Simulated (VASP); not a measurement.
# As (Pm-3m) in VASP: a series of runs

Runs on As. Level: LDA. Tasks: single point.

Program: VASP 6.6.1. These are calculated values, not measurements. Logs are shortened: lines on timing, memory, paths and dates and some standing lists are left out, and cuts for length are marked.

## 1. The cell of the first run

The structure is cubic, space group Pm-3m (No. 221). The conventional cell has a = 2.428 Å, b = 2.428 Å, c = 2.428 Å, α = 90.00°, β = 90.00°, γ = 90.00°. Within 3.2 Å of As (site symmetry m-3m) lie 6 As at 2.43 Å.

## 2. Single point, LDA (volume scaled by 0.75)

Contents of INCAR:

```
SYSTEM = As
ALGO     = Normal         ! electronic algorithm
EDIFF    = 1E-7           ! SCF threshold, eV
ENCUT    = 520            ! plane-wave cutoff, eV
GGA      = CA             ! functional
ISIF     = 2              ! what is computed and relaxed
ISMEAR   = -1             ! smearing method
LASPH    = .True.         ! aspherical terms in the spheres
LCHARG   = .True.         ! write CHGCAR
LELF     = .True.         ! ELF
LREAL    = .False.        ! projectors in reciprocal space
LVHAR    = .True.       
LWAVE    = .False.        ! write WAVECAR
NBANDS   = 8              ! bands
NELM     = 100            ! most SCF steps
PREC     = Accurate       ! precision mode
SIGMA    = 0.08           ! smearing width, eV
```

Contents of KPOINTS:

```
k-points
0
Gamma
  15 15 15
  0 0 0
```

Contents of POSCAR:

```
As
1.0
    2.4280965674      0.0000000000      0.0000000000
    0.0000000000      2.4280965674      0.0000000000
    0.0000000000      0.0000000000      2.4280965674
As
1
Direct
    0.0000000000      0.0000000000      0.0000000000
```

Potentials or basis: VASP PAW LDA potentials, release 64 (As).

Command:

```bash
> cat potpaw_LDA.64/As/POTCAR > POTCAR
> mpirun -np 1 vasp_std > vasp.out
```

OUTCAR:

```text
SYSTEM = As
   EDIFF = 1E-7
   ENCUT = 520
   GGA = CA
   ISIF = 2
   ISMEAR = -1
   LASPH = .True.
   LREAL = .False.
   NELM = 100
   PREC = Accurate

 ion  position               nearest neighbor table
   1  0.000  0.000  0.000-

  LATTYP: Found a simple cubic cell.
 ALAT       =     2.4280965674

  Lattice vectors:

 A1 = (   2.4280965674,   0.0000000000,   0.0000000000)
 A2 = (   0.0000000000,   2.4280965674,   0.0000000000)
 A3 = (   0.0000000000,   0.0000000000,   2.4280965674)

Analysis of symmetry for initial positions (statically):
=====================================================================
 Subroutine PRICEL returns:
 Original cell was already a primitive cell.

 Routine SETGRP: Setting up the symmetry group for a
 simple cubic supercell.

 Subroutine GETGRP returns: Found 48 space group operations
 (whereof 48 operations were pure point group operations)
 out of a pool of 48 trial point group operations.

The static configuration has the point symmetry O_h .

Analysis of symmetry for dynamics (positions and initial velocities):
=====================================================================
 Subroutine PRICEL returns:
 Original cell was already a primitive cell.

 Routine SETGRP: Setting up the symmetry group for a
 simple cubic supercell.

 Subroutine GETGRP returns: Found 48 space group operations
 (whereof 48 operations were pure point group operations)
 out of a pool of 48 trial point group operations.

The dynamic configuration has the point symmetry O_h .

 Subroutine INISYM returns: Found 48 space group operations
 (whereof 48 operations are pure point group operations),
 and found     1 'primitive' translations

----------------------------------------------------------------------------------------

                                     Primitive cell

  volume of cell :      14.3152

  direct lattice vectors                    reciprocal lattice vectors
     2.428096567  0.000000000  0.000000000     0.411845234  0.000000000  0.000000000
     0.000000000  2.428096567  0.000000000     0.000000000  0.411845234  0.000000000
     0.000000000  0.000000000  2.428096567     0.000000000  0.000000000  0.411845234

  length of vectors
     2.428096567  2.428096567  2.428096567     0.411845234  0.411845234  0.411845234

  position of ions in fractional coordinates (direct lattice)
     0.000000000  0.000000000  0.000000000

  ion indices of the primitive-cell ions
   primitive index   ion index
                 1           1

----------------------------------------------------------------------------------------

 KPOINTS: k-points

Automatic generation of k-mesh.
 Grid dimensions read from file:
 generate k-points for:   15   15   15

 Generating k-lattice:

  Cartesian coordinates                     Fractional coordinates (reciprocal lattice)
     0.027456349  0.000000000  0.000000000     0.066666667  0.000000000  0.000000000
     0.000000000  0.027456349  0.000000000     0.000000000  0.066666667  0.000000000
     0.000000000  0.000000000  0.027456349     0.000000000  0.000000000  0.066666667

  Length of vectors
     0.027456349  0.027456349  0.027456349

  Shift w.r.t. Gamma in fractional coordinates (k-lattice)
     0.000000000  0.000000000  0.000000000

 Subroutine IBZKPT returns following result:
 ===========================================

 Found    120 irreducible k-points:

 Following reciprocal coordinates:
            Coordinates               Weight
  0.000000  0.000000  0.000000      1.000000
  0.066667  0.000000  0.000000      6.000000
  0.133333  0.000000  0.000000      6.000000
  0.200000  0.000000  0.000000      6.000000
  0.266667  0.000000  0.000000      6.000000
  0.333333  0.000000  0.000000      6.000000
[... 16 lines left out ...]
  0.266667  0.200000  0.000000     24.000000
  0.333333  0.200000  0.000000     24.000000
 [... further k-points ...]
   k-points           NKPTS =    120   k-points in BZ     NKDIM =    120   number of bands    NBANDS=      8
   number of dos      NEDOS =    301   number of ions     NIONS =      1
   total plane-waves  NPLWV =   5832
   dimension x,y,z NGX =    18 NGY =   18 NGZ =   18
   dimension x,y,z NGXF=    36 NGYF=   36 NGZF=   36
   ions per type =               1
   NGX,Y,Z   is equivalent  to a cutoff of  12.32, 12.32, 12.32 a.u.
   NGXF,Y,Z  is equivalent  to a cutoff of  24.65, 24.65, 24.65 a.u.
 SYSTEM =  As
   PREC   = accura    normal or accurate (medium, high low for compatibility)
   ISTART =      0    job   : 0-new  1-cont  2-samecut
   ICHARG =      2    charge: 1-file 2-atom 10-const
   ISPIN  =      1    spin polarized calculation?
   LNONCOLLINEAR =      F non collinear calculations
   LSORBIT =      F    spin-orbit coupling
   LASPH  =      T    aspherical Exc in radial PAW
   ENCUT  =  520.0 eV  38.22 Ry    6.18 a.u.   4.51  4.51  4.51*2*pi/ulx,y,z
   NELM   =    100;   NELMIN=  2; NELMDL= -5     # of ELM steps
   EDIFF  = 0.1E-06   stopping-criterion for ELM
   LREAL  =      F    real-space projection
   EDIFFG = 0.1E-05   stopping-criterion for IOM
   NSW    =      0    number of steps for IOM
   IBRION =     -1    ionic relax: 0-MD 1-quasi-New 2-CG
   NFREE  =      0    steps in history (QN), initial steepest desc. (CG)
   ISIF   =      2    stress and relaxation
   ISYM   =      2    0-nonsym 1-usesym 2-fastsym
   POTIM  = 0.5000    time-step for ionic-motion
   TEBEG  =    0.0;   TEEND  =   0.0 temperature during run
   PSTRESS=    0.0 pullay stress
   NELECT =       5.0000    total number of electrons
   NUPDOWN=      -1.0000    fix difference up-down
   EMIN   =  10.00;   EMAX   =-10.00  energy-range for DOS
   EFERMI =   0.00;   METHOD = LEGACY
   ISMEAR =    -1;   SIGMA  =   0.08  broadening in eV -4-tet -1-fermi 0-gaus
   EFERMI_NEDOS =   21; number of points for ismear=-14 and -15
   IALGO  =     38    algorithm
   IMIX   =      4    mixing-type and parameters
     AMIX     =   0.40;   BMIX     =  1.00
     AMIX_MAG =   1.60;   BMIX_MAG =  1.00
  volume/ion in A,a.u.               =      14.32        96.60
  Fermi-wavevector in a.u.,A,eV,Ry     =   1.152919  2.178701 18.085173  1.329223
  Thomas-Fermi vector in A             =   2.289567
   LORBIT       =      0    0 simple, 1 ext, 2 COOP (PROOUT), +10 PAW based schemes
   GGA     = CA    functional components
   LHFCALC =     F    Hartree Fock is set to
   AEXX    =    0.0000 exact exchange contribution
   IVDW    =     0    specifies the selected vdW correction
   LEPSILON=     F    determine dielectric tensor
   LRPA    =     F    only Hartree local field effects (RPA)
 non-spin polarized calculation
  energy-cutoff  :      520.00
  volume of cell :       14.32
 maximum number of plane-waves:       397
 NGX is ok and might be reduce to    18
   NGX =  9   NGY =  9   NGZ =  9

 number of electron       5.0000001 magnetization

 Free energy of the ion-electron system (eV)
  ---------------------------------------------------
  ext. energy  EPLUGINS =         0.00000000
  ---------------------------------------------------
  free energy    TOTEN  =        -4.71464816 eV

  energy without entropy =       -4.70591744  energy(sigma->0) =       -4.71028280

 E-fermi :  10.5569     XC(G=0): -12.0114

 val. band max:       10.4481502996   @ k =   0.4667   0.2667   0.0667
 cond. band min:      10.5685249918   @ k =   0.2667   0.2000   0.0000
 fundamental gap:      0.1203746922
 Fermi energy:        10.5568601267

 k-point     1 :       0.0000    0.0000    0.0000
  band No.  band energies     occupation
      1      -8.1284      2.00000
      2      15.7529      0.00000
      3      15.7529      0.00000
      4      15.7529      0.00000
      5      19.2614      0.00000
      6      19.2614      0.00000
      7      23.8861      0.00000
      8      39.7319      0.00000

 k-point     2 :       0.0667    0.0000    0.0000
  band No.  band energies     occupation
      1      -8.0190      2.00000
      2      14.0860      0.00000
      3      15.8585      0.00000
      4      15.8585      0.00000
      5      19.3523      0.00000
      6      20.6161      0.00000
      7      24.4403      0.00000
      8      38.1326      0.00000

 k-point     3 :       0.1333    0.0000    0.0000
  band No.  band energies     occupation
      1      -7.6916      2.00000
      2      11.4229      0.00004
      3      16.1711      0.00000
      4      16.1711      0.00000
      5      19.6235      0.00000
      6      22.0368      0.00000
      7      26.3912      0.00000
      8      35.7121      0.00000

 k-point     4 :       0.2000    0.0000    0.0000
  band No.  band energies     occupation
      1      -7.1489      2.00000
      2       8.7585      2.00000
      3      16.6760      0.00000
      4      16.6760      0.00000
      5      20.0685      0.00000
      6      22.8914      0.00000
      7      29.2847      0.00000
      8      33.3538      0.00000

 k-point     5 :       0.2667    0.0000    0.0000
  band No.  band energies     occupation
      1      -6.3986      2.00000
      2       6.2506      2.00000
      3      17.3432      0.00000
      4      17.3432      0.00000
      5      20.6732      0.00000
      6      23.6651      0.00000
      7      31.1832      0.00000
      8      31.1832      0.00000

 k-point     6 :       0.3333    0.0000    0.0000
  band No.  band energies     occupation
      1      -5.4618      2.00000
      2       3.9694      2.00000
      3      18.1138      0.00000
      4      18.1138      0.00000
      5      21.4026      0.00000
      6      24.5164      0.00000
      7      29.2793      0.00000
      8      29.2793      0.00000

 k-point     7 :       0.4000    0.0000    0.0000
  band No.  band energies     occupation
      1      -4.4052      2.00000
      2       2.0057      2.00000
      3      18.8688      0.00000
      4      18.8688      0.00000
      5      22.1676      0.00000
      6      25.4374      0.00000
      7      27.7678      0.00000
      8      27.7678      0.00000
[... 133 lines left out ...]
 k-point    20 :       0.4000    0.1333    0.0000
  band No.  band energies     occupation
      1      -3.9701      2.00000
      2       2.4212      2.00000
      3      14.7824      0.00000
      4      19.2894      0.00000
      5      22.0083      0.00000
      6      24.4138      0.00000
      7      28.1331      0.00000
      8      28.3379      0.00000

 k-point    21 :       0.4667    0.1333    0.0000
  band No.  band energies     occupation
      1      -3.0571      2.00000
      2       1.0542      2.00000
      3      15.3997      0.00000
      4      19.8036      0.00000
      5      21.1084      0.00000
      6      25.1490      0.00000
      7      27.2419      0.00000
      8      27.7488      0.00000

 k-point    22 :       0.2000    0.2000    0.0000
  band No.  band energies     occupation
      1      -6.1706      2.00000
      2       9.1012      2.00000
      3      10.3637      1.83589
      4      17.5992      0.00000
      5      22.1824      0.00000
      6      25.7926      0.00000
      7      29.1179      0.00000
      8      31.2504      0.00000

 k-point    23 :       0.2667    0.2000    0.0000
  band No.  band energies     occupation
      1      -5.4212      2.00000
      2       7.0909      2.00000
      3      10.5685      0.92722
      4      18.2669      0.00000
      5      22.3206      0.00000
      6      24.1843      0.00000
      7      30.4486      0.00000
      8      31.9821      0.00000

 k-point    24 :       0.3333    0.2000    0.0000
  band No.  band energies     occupation
      1      -4.4853      2.00000
      2       4.8701      2.00000
      3      11.3441      0.00011
      4      19.0388      0.00000
      5      21.0548      0.00000
      6      24.2974      0.00000
      7      30.0881      0.00000
      8      30.5510      0.00000

 [... further k-points ...]
[... 5 lines left out ...]
  --------------------------------------------------------------------------------------
  -------------------------------------------------------------------------------------
  Total        4.6123633      4.6123633      4.6123633     -0.0000000     -0.0000000      0.0000000
  in kB      516.2216648    516.2216648    516.2216648     -0.0000000     -0.0000000      0.0000000
  external PRESSURE =     516.2216648 kB  Pullay stress =       0.0000000 kB

 VOLUME and BASIS-vectors are now :
 -----------------------------------------------------------------------------
  energy-cutoff  :      520.00
  volume of cell :       14.32
      direct lattice vectors                 reciprocal lattice vectors
     2.428096567  0.000000000  0.000000000     0.411845234  0.000000000  0.000000000
     0.000000000  2.428096567  0.000000000     0.000000000  0.411845234  0.000000000
     0.000000000  0.000000000  2.428096567     0.000000000  0.000000000  0.411845234

 POSITION                                       TOTAL-FORCE (eV/Angst)
 -----------------------------------------------------------------------------------
      0.00000      0.00000      0.00000         0.000000      0.000000      0.000000
 -----------------------------------------------------------------------------------
    total drift:                               -0.000000      0.000000      0.000000

  FREE ENERGIE OF THE ION-ELECTRON SYSTEM (eV)
  ---------------------------------------------------
  free  energy   TOTEN  =        -4.7146481636 eV

  energy  without entropy=       -4.7059174381  energy(sigma->0) =       -4.71028280
```

Wall time 3.7 s (1 thread of Intel Xeon 6975P-C (Granite Rapids), shared host); peak memory 0.11 GiB.

What came out:

* Free energy: -4.7146 eV
* Pressure: 51.6 GPa

Levels at points of the mesh, in eV from the Fermi level:
```tsv
k point	band 1	band 2	band 3	band 4	band 5	band 6	band 7
(0.00, 0.00, 0.00)	-18.69	5.20	5.20	5.20	8.70	8.70	13.33
```

## 3. Single point, LDA (volume scaled by 0.85)

Contents of INCAR:

```
ALGO = Normal ; EDIFF = 1E-6
ENCUT = 520 ; GGA = CA
ISIF = 2 ; ISMEAR = -1
LASPH = T ; LCHARG = T
LELF = T ; LREAL = F
LVHAR = T ; LWAVE = F
NBANDS = 8 ; NELM = 80
PREC = Accurate ; SIGMA = 0.08
```

Contents of KPOINTS:

```
k-points
0
Gamma
  15 15 15
```

Contents of POSCAR:

```
As
1.0
    2.5315422258      0.0000000000      0.0000000000
    0.0000000000      2.5315422258      0.0000000000
    0.0000000000      0.0000000000      2.5315422258
As
1
Direct
    0.0000000000      0.0000000000      0.0000000000
```

Potentials or basis: VASP PAW LDA potentials, release 64 (As).

Command:

```bash
> cat potpaw_LDA.64/As/POTCAR > POTCAR
> mpirun -np 1 vasp_std > vasp.out
```

Wall time 4 s (1 thread of Intel Xeon 6975P-C (Granite Rapids), shared host); peak memory 0.12 GiB.

The run converged. Its results:

```
Free energy : -5.1441 eV
Pressure    : 23.0 GPa
```

Levels at points of the mesh, in eV from the Fermi level:
```
           k point  band 1  band 2  band 3  band 4  band 5  band 6
(0.00, 0.00, 0.00)  -17.08    4.79    4.79    4.79    8.68    8.68
```
